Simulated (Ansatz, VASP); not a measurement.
**BaMgPF in VASP and in Ansatz**

The input INCAR:

```
SYSTEM = BaMgPF
ALGO     = Normal         ! electronic algorithm
EDIFF    = 1E-6           ! SCF threshold, eV
EDIFFG   = -0.005         ! ionic threshold
ENCUT    = 600            ! plane-wave cutoff, eV
GGA      = PE             ! functional
IBRION   = 2              ! ionic algorithm
ISIF     = 3              ! what is computed and relaxed
ISMEAR   = 0              ! smearing method
LASPH    = .TRUE.         ! aspherical terms in the spheres
LCHARG   = .FALSE.        ! write CHGCAR
LREAL    = .FALSE.        ! projectors in reciprocal space
LWAVE    = .FALSE.        ! write WAVECAR
NELM     = 60             ! most SCF steps
NSW      = 100            ! ionic steps
PREC     = Accurate       ! precision mode
SIGMA    = 0.02           ! smearing width, eV
```

File KPOINTS:

```
k-points
0
G
  6 6 4
  0 0 0
```

POSCAR

```
BaMgPF
1.0
    4.3097000000      0.0000000000      0.0000000000
    0.0000000000      4.3097000000      0.0000000000
    0.0000000000      0.0000000000      9.5032000000
Ba P Mg F
2 2 2 2
Direct
    0.5000000000      0.0000000000      0.1598200000
    0.0000000000      0.5000000000      0.8401800000
    0.5000000000      0.0000000000      0.6532000000
    0.0000000000      0.5000000000      0.3468000000
    0.5000000000      0.5000000000      0.5000000000
    0.0000000000      0.0000000000      0.5000000000
    0.5000000000      0.5000000000      0.0000000000
    0.0000000000      0.0000000000      0.0000000000
```

Input for Ansatz:

```yaml
crystal:
  lattice:
    - [4.3097, 0.0, 0.0]
    - [0.0, 4.3097, 0.0]
    - [0.0, 0.0, 9.5032]
  atoms:
    - { symbol: Ba, position: [0.5, 0.0, 0.15982] }
    - { symbol: Ba, position: [0.0, 0.5, 0.84018] }
    - { symbol: P, position: [0.5, 0.0, 0.6532] }
    - { symbol: P, position: [0.0, 0.5, 0.3468] }
    - { symbol: Mg, position: [0.5, 0.5, 0.5] }
    - { symbol: Mg, position: [0.0, 0.0, 0.5] }
    - { symbol: F, position: [0.5, 0.5, 0.0] }
    - { symbol: F, position: [0.0, 0.0, 0.0] }
basis:
  ecutwfc: 420
kpoints:
  mp_grid: { grid: [6, 6, 4] }
hamiltonian:
  xc: pbe
scf:
  occupations: { method: gaussian, width: 0.02 }
output:
  forces: true
  stress: true
  eigenvalues: true
  write_density: true
  write_potential: true
  elf: true
  volumetric_format: npy
relax:
  adjacent_minimum: "off"
  f_tol: 0.005
  max_steps: 80
  cell: { stress_tol: 0.05 }
```

Alike in both runs: task relaxation of cell and atoms; functional PBE; k mesh 6 × 6 × 4; occupations gaussian, width 0.02 eV; no spin polarisation.

|  | VASP | Ansatz |
| --- | --- | --- |
| version | VASP 6.6.1 | Ansatz 0.2.0 |
| potentials or method | VASP PAW PBE potentials, release 64 (Ba_sv, P, Mg, F), cutoff 600 eV | scalar-relativistic, plane waves, PAW |
| valence electrons in the cell | 48 | 64 |

|  | VASP | Ansatz | Ansatz less VASP |
| --- | --- | --- | --- |
| gap on the k mesh at the Fermi level, each at its own relaxed structure (eV) | 1.78 | 1.78 | +0.007 |
| relaxed volume (Å³/atom) | 22.70 | 22.48 | -0.219 |
| relaxed cell length with the largest relative difference (Å) | 9.622 | 9.573 | -0.0487 |

VASP's potentials hold 48 valence electrons a cell and Ansatz's 64, so a difference there can come from the potentials and not from the codes.

Spin-orbit coupling is off throughout.
